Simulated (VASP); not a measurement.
# NaCl (Fm-3m) in VASP: settings compared

NaCl is run at these levels: PBE, r2SCAN; tasks: single point.

All numbers are computed with VASP 6.6.1; they aren't measurements. Logs are shortened: lines on timing, memory, paths and dates and some standing lists are left out, and cuts for length are marked.

## Step 1: The cell of the first run

Symmetry: Fm-3m, No. 225, cubic system. The conventional cell has a = 4.963 Å, b = 4.963 Å, c = 4.963 Å, α = 90.00°, β = 90.00°, γ = 90.00°. Within 3.3 Å of Na (site symmetry m-3m) lie 6 Cl at 2.48 Å. Cl (site symmetry m-3m) has 6 Na at 2.48 Å within 3.3 Å.

## Step 2: Single point, PBE

Input file INCAR:

```
SYSTEM = NaCl
  ALGO = Normal
  EDIFF = 1E-6
  ENCUT = 500
  GGA = PE
  GGA_COMPAT = .False.
  ISIF = 2
  ISMEAR = 0
  LASPH = .True.
  LCHARG = .True.
  LELF = .True.
  LREAL = .False.
  LVHAR = .True.
  LWAVE = .False.
  NBANDS = 14
  NELM = 120
  PREC = Accurate
  SIGMA = 0.01
```

Input file KPOINTS:

```
k-points
0
Gamma
  4 4 4
  0 0 0
```

Input file POSCAR:

```
NaCl
1.0
    0.0000000000      2.4816000000      2.4816000000
    2.4816000000      0.0000000000      2.4816000000
    2.4816000000      2.4816000000      0.0000000000
Na Cl
1 1
Direct
    0.0000000000      0.0000000000      0.0000000000
    0.5000000000      0.5000000000      0.5000000000
```

Potentials or basis: VASP PAW PBE potentials, release 64 (Na_pv, Cl).

Launch:

```
$ cat potpaw_PBE.64/Na_pv/POTCAR potpaw_PBE.64/Cl/POTCAR > POTCAR
$ mpirun -np 1 vasp_std > vasp.out
```

OUTCAR:

```text
SYSTEM = NaCl
   EDIFF = 1E-6
   ENCUT = 500
   GGA = PE
   ISIF = 2
   ISMEAR = 0
   LASPH = .True.
   LREAL = .False.
   NELM = 120
   PREC = Accurate

 ion  position               nearest neighbor table
   1  0.000  0.000  0.000-   2 2.48   2 2.48   2 2.48   2 2.48   2 2.48   2 2.48
   2  0.500  0.500  0.500-   1 2.48   1 2.48   1 2.48   1 2.48   1 2.48   1 2.48

  LATTYP: Found a face centered cubic cell.
 ALAT       =     4.9632000000

  Lattice vectors:

 A1 = (   0.0000000000,   2.4816000000,   2.4816000000)
 A2 = (   2.4816000000,   0.0000000000,   2.4816000000)
 A3 = (   2.4816000000,   2.4816000000,   0.0000000000)

Analysis of symmetry for initial positions (statically):
=====================================================================
 Subroutine PRICEL returns:
 Original cell was already a primitive cell.

 Routine SETGRP: Setting up the symmetry group for a
 face centered cubic supercell.

 Subroutine GETGRP returns: Found 48 space group operations
 (whereof 48 operations were pure point group operations)
 out of a pool of 48 trial point group operations.

The static configuration has the point symmetry O_h .

Analysis of symmetry for dynamics (positions and initial velocities):
=====================================================================
 Subroutine PRICEL returns:
 Original cell was already a primitive cell.

 Routine SETGRP: Setting up the symmetry group for a
 face centered cubic supercell.

 Subroutine GETGRP returns: Found 48 space group operations
 (whereof 48 operations were pure point group operations)
 out of a pool of 48 trial point group operations.

The dynamic configuration has the point symmetry O_h .

 Subroutine INISYM returns: Found 48 space group operations
 (whereof 48 operations are pure point group operations),
 and found     1 'primitive' translations

----------------------------------------------------------------------------------------

                                     Primitive cell

  volume of cell :      30.5651

  direct lattice vectors                    reciprocal lattice vectors
     0.000000000  2.481600000  2.481600000    -0.201482914  0.201482914  0.201482914
     2.481600000  0.000000000  2.481600000     0.201482914 -0.201482914  0.201482914
     2.481600000  2.481600000  0.000000000     0.201482914  0.201482914 -0.201482914

  length of vectors
     3.509512376  3.509512376  3.509512376     0.348978644  0.348978644  0.348978644

  position of ions in fractional coordinates (direct lattice)
     0.000000000  0.000000000  0.000000000
     0.500000000  0.500000000  0.500000000

  ion indices of the primitive-cell ions
   primitive index   ion index
                 1           1
                 2           2

----------------------------------------------------------------------------------------

 KPOINTS: k-points

Automatic generation of k-mesh.
 Grid dimensions read from file:
 generate k-points for:    4    4    4

 Generating k-lattice:

  Cartesian coordinates                     Fractional coordinates (reciprocal lattice)
    -0.050370729  0.050370729  0.050370729     0.250000000  0.000000000  0.000000000
     0.050370729 -0.050370729  0.050370729     0.000000000  0.250000000  0.000000000
     0.050370729  0.050370729 -0.050370729     0.000000000  0.000000000  0.250000000

  Length of vectors
     0.087244661  0.087244661  0.087244661

  Shift w.r.t. Gamma in fractional coordinates (k-lattice)
     0.000000000  0.000000000  0.000000000

 Subroutine IBZKPT returns following result:
 ===========================================

 Found      8 irreducible k-points:

 Following reciprocal coordinates:
            Coordinates               Weight
  0.000000  0.000000  0.000000      1.000000
  0.250000  0.000000  0.000000      8.000000
  0.500000  0.000000  0.000000      4.000000
  0.250000  0.250000  0.000000      6.000000
  0.500000  0.250000  0.000000     24.000000
 -0.250000  0.250000  0.000000     12.000000
  0.500000  0.500000  0.000000      3.000000
 -0.250000  0.500000  0.250000      6.000000
   k-points           NKPTS =      8   k-points in BZ     NKDIM =      8   number of bands    NBANDS=     14
   number of dos      NEDOS =    301   number of ions     NIONS =      2
   total plane-waves  NPLWV =  21952
   dimension x,y,z NGX =    28 NGY =   28 NGZ =   28
   dimension x,y,z NGXF=    56 NGYF=   56 NGZF=   56
   ions per type =               1   1
   NGX,Y,Z   is equivalent  to a cutoff of  13.26, 13.26, 13.26 a.u.
   NGXF,Y,Z  is equivalent  to a cutoff of  26.53, 26.53, 26.53 a.u.
 SYSTEM =  NaCl
   PREC   = accura    normal or accurate (medium, high low for compatibility)
   ISTART =      0    job   : 0-new  1-cont  2-samecut
   ICHARG =      2    charge: 1-file 2-atom 10-const
   ISPIN  =      1    spin polarized calculation?
   LNONCOLLINEAR =      F non collinear calculations
   LSORBIT =      F    spin-orbit coupling
   LASPH  =      T    aspherical Exc in radial PAW
   ENCUT  =  500.0 eV  36.75 Ry    6.06 a.u.   6.40  6.40  6.40*2*pi/ulx,y,z
   NELM   =    120;   NELMIN=  2; NELMDL= -5     # of ELM steps
   EDIFF  = 0.1E-05   stopping-criterion for ELM
   LREAL  =      F    real-space projection
[... 7 lines left out ...]
   TEBEG  =    0.0;   TEEND  =   0.0 temperature during run
   PSTRESS=    0.0 pullay stress
   NELECT =      14.0000    total number of electrons
   NUPDOWN=      -1.0000    fix difference up-down
   EMIN   =  10.00;   EMAX   =-10.00  energy-range for DOS
   EFERMI =   0.00;   METHOD = LEGACY
   ISMEAR =     0;   SIGMA  =   0.01  broadening in eV -4-tet -1-fermi 0-gaus
   EFERMI_NEDOS =   21; number of points for ismear=-14 and -15
   IALGO  =     38    algorithm
   IMIX   =      4    mixing-type and parameters
     AMIX     =   0.40;   BMIX     =  1.00
     AMIX_MAG =   1.60;   BMIX_MAG =  1.00
  volume/ion in A,a.u.               =      15.28       103.13
  Fermi-wavevector in a.u.,A,eV,Ry     =   1.261951  2.384741 21.667545  1.592520
  Thomas-Fermi vector in A             =   2.395384
   LORBIT       =      0    0 simple, 1 ext, 2 COOP (PROOUT), +10 PAW based schemes
   GGA     = PE    functional components
   LHFCALC =     F    Hartree Fock is set to
   AEXX    =    0.0000 exact exchange contribution
   IVDW    =     0    specifies the selected vdW correction
   LEPSILON=     F    determine dielectric tensor
   LRPA    =     F    only Hartree local field effects (RPA)
 non-spin polarized calculation
 Gauss-broadening in eV      SIGMA  =   0.01
  energy-cutoff  :      500.00
  volume of cell :       30.57
 maximum number of plane-waves:       784
 NGX is ok and might be reduce to    28
   NGX = 13   NGY = 13   NGZ = 13

 number of electron      14.0000000 magnetization

 Free energy of the ion-electron system (eV)
  ---------------------------------------------------
  ext. energy  EPLUGINS =         0.00000000
  ---------------------------------------------------
  free energy    TOTEN  =        -5.92174362 eV

  energy without entropy =       -5.92174362  energy(sigma->0) =       -5.92174362

 E-fermi :   2.2615     XC(G=0):  -9.9332

 val. band max:        2.1916316400   @ k =   0.0000   0.0000   0.0000
 cond. band min:       9.2702701696   @ k =   0.0000   0.0000   0.0000
 fundamental gap:      7.0786385296
 Fermi energy:         2.2614854601

 k-point     1 :       0.0000    0.0000    0.0000
  band No.  band energies     occupation
      1     -18.2599      2.00000
      2     -18.2599      2.00000
      3     -18.2599      2.00000
      4     -11.7351      2.00000
      5       2.1916      2.00000
      6       2.1916      2.00000
      7       2.1916      2.00000
      8       9.2703      0.00000
      9      13.4090      0.00000
     10      13.4090      0.00000
     11      13.4090      0.00000
     12      16.1742      0.00000
     13      16.1742      0.00000
     14      18.4168      0.00000

 k-point     2 :       0.2500    0.0000    0.0000
  band No.  band energies     occupation
      1     -18.3473      2.00000
      2     -18.2640      2.00000
      3     -18.2640      2.00000
      4     -11.2609      2.00000
      5       0.2759      2.00000
      6       1.8834      2.00000
      7       1.8834      2.00000
      8      10.4267      0.00000
      9      13.3610      0.00000
     10      14.1168      0.00000
     11      14.1168      0.00000
     12      16.4767      0.00000
     13      16.4767      0.00000
     14      20.9179      0.00000

 k-point     3 :       0.5000    0.0000    0.0000
  band No.  band energies     occupation
      1     -18.4286      2.00000
      2     -18.2680      2.00000
      3     -18.2680      2.00000
      4     -10.7240      2.00000
      5      -1.2364      2.00000
      6       1.6055      2.00000
      7       1.6055      2.00000
      8      10.0009      0.00000
      9      13.9381      0.00000
     10      13.9381      0.00000
     11      16.2946      0.00000
     12      20.0011      0.00000
     13      20.0194      0.00000
     14      20.0194      0.00000

 k-point     4 :       0.2500    0.2500    0.0000
  band No.  band energies     occupation
      1     -18.3307      2.00000
      2     -18.2789      2.00000
      3     -18.2789      2.00000
      4     -11.1737      2.00000
      5       0.3082      2.00000
      6       1.5949      2.00000
      7       1.5949      2.00000
      8      10.8779      0.00000
      9      11.5513      0.00000
     10      14.4776      0.00000
     11      15.8197      0.00000
     12      15.8197      0.00000
     13      17.2230      0.00000
     14      23.8033      0.00000

 k-point     5 :       0.5000    0.2500    0.0000
  band No.  band energies     occupation
      1     -18.3769      2.00000
      2     -18.3007      2.00000
      3     -18.2832      2.00000
      4     -10.7221      2.00000
      5      -0.6142      2.00000
      6       0.7257      2.00000
      7       1.3477      2.00000
      8      10.8246      0.00000
      9      12.9388      0.00000
     10      13.8642      0.00000
     11      15.7366      0.00000
     12      19.3482      0.00000
     13      20.0127      0.00000
     14      22.3172      0.00000

 k-point     6 :      -0.2500    0.2500    0.0000
  band No.  band energies     occupation
      1     -18.3767      2.00000
      2     -18.3036      2.00000
      3     -18.2682      2.00000
      4     -10.8201      2.00000
      5      -0.4024      2.00000
      6       0.6904      2.00000
      7       1.6071      2.00000
      8      11.9140      0.00000
      9      12.6022      0.00000
     10      13.9506      0.00000
     11      15.4092      0.00000
     12      16.0975      0.00000
     13      20.9655      0.00000
     14      21.1522      0.00000

 k-point     7 :       0.5000    0.5000    0.0000
  band No.  band energies     occupation
      1     -18.3594      2.00000
      2     -18.2982      2.00000
      3     -18.2982      2.00000
      4     -10.7125      2.00000
      5      -0.7479      2.00000
      6       1.1177      2.00000
      7       1.1177      2.00000
      8       9.5331      0.00000
      9      10.7835      0.00000
     10      16.6514      0.00000
     11      18.7554      0.00000
     12      20.8231      0.00000
     13      20.8303      0.00000
     14      20.9445      0.00000

 k-point     8 :      -0.2500    0.5000    0.2500
  band No.  band energies     occupation
      1     -18.3286      2.00000
      2     -18.3286      2.00000
      3     -18.3160      2.00000
      4     -10.6256      2.00000
      5       0.0196      2.00000
      6       0.0196      2.00000
      7       0.7567      2.00000
      8      12.5634      0.00000
      9      12.6855      0.00000
     10      12.6855      0.00000
     11      15.4779      0.00000
     12      21.0172      0.00000
     13      21.2527      0.00000
     14      21.2527      0.00000

------------------------ aborting loop because EDIFF is reached ----------------------------------------

  FORCE on cell =-STRESS in cart. coord.  units (eV):
  Direction    XX          YY          ZZ          XY          YZ          ZX
  --------------------------------------------------------------------------------------
  -------------------------------------------------------------------------------------
  Total        4.8983833      4.8983833      4.8983833     -0.0000000      0.0000000      0.0000000
  in kB      256.7662914    256.7662914    256.7662914     -0.0000000      0.0000000      0.0000000
  external PRESSURE =     256.7662914 kB  Pullay stress =       0.0000000 kB

 VOLUME and BASIS-vectors are now :
 -----------------------------------------------------------------------------
  energy-cutoff  :      500.00
  volume of cell :       30.57
      direct lattice vectors                 reciprocal lattice vectors
     0.000000000  2.481600000  2.481600000    -0.201482914  0.201482914  0.201482914
     2.481600000  0.000000000  2.481600000     0.201482914 -0.201482914  0.201482914
     2.481600000  2.481600000  0.000000000     0.201482914  0.201482914 -0.201482914

 POSITION                                       TOTAL-FORCE (eV/Angst)
 -----------------------------------------------------------------------------------
      0.00000      0.00000      0.00000        -0.000000     -0.000000     -0.000000
      2.48160      2.48160      2.48160         0.000000      0.000000      0.000000
 -----------------------------------------------------------------------------------
    total drift:                                0.000000      0.000000      0.000000

  FREE ENERGIE OF THE ION-ELECTRON SYSTEM (eV)
  ---------------------------------------------------
  free  energy   TOTEN  =        -5.9217436213 eV

  energy  without entropy=       -5.9217436213  energy(sigma->0) =       -5.92174362
```

Wall time 10 s (1 thread of Intel Xeon 8259CL, shared host); peak memory 0.15 GiB.

What came out:

```
Free energy            : -5.9217 eV
Pressure               : 25.7 GPa
Band gap on the k mesh : 7.08 eV, direct
```

Caveat: the k points lie up to 0.55 Å⁻¹ apart. A hybrid or GW would open this gap; PBE tends to underestimate it.

## Step 3: Single point, PBE

Input file INCAR:

```
PREC = Accurate ; ENCUT = 500
EDIFF = 1E-6 ; ISMEAR = 0
SIGMA = 0.01 ; LREAL = False
LASPH = True ; NELM = 120
ALGO = Normal ; ISIF = 2
LWAVE = False ; LCHARG = True
GGA = PE ; LELF = True
LVHAR = True ; NBANDS = 14
GGA_COMPAT = False
```

Input file KPOINTS:

```
regular mesh
0
Gamma
  4 4 4
```

POSCAR is that of step 2.

Potentials or basis: VASP PAW PBE potentials, release 64 (Na_pv, Cl).

Launch:

```
$ cat potpaw_PBE.64/Na_pv/POTCAR potpaw_PBE.64/Cl/POTCAR > POTCAR
$ mpirun -np 1 vasp_std > vasp.out
```

Wall time 13 s (1 thread of Intel Xeon 8259CL, shared host); peak memory 0.14 GiB.

It converged, with:

- Free energy: -5.9217 eV
- Pressure: 25.7 GPa
- Band gap on the k mesh: 7.08 eV, direct

Levels at points of the mesh, in eV from the valence-band top:
```tsv
k point	band 3	band 4	band 5	band 6	band 7	band 8	band 9	band 10	band 11	band 12
(0.00, 0.00, 0.00)	-20.45	-13.93	0.00	0.00	0.00	7.08	11.22	11.22	11.22	13.98
(0.50, 0.00, 0.00)	-20.46	-12.92	-3.43	-0.59	-0.59	7.81	11.75	11.75	14.10	17.81
(0.50, 0.50, 0.00)	-20.49	-12.90	-2.94	-1.07	-1.07	7.34	8.59	14.46	16.56	18.63
```

Caveat: the k points lie up to 0.55 Å⁻¹ apart.

(Part 1 of 2 ends here.)
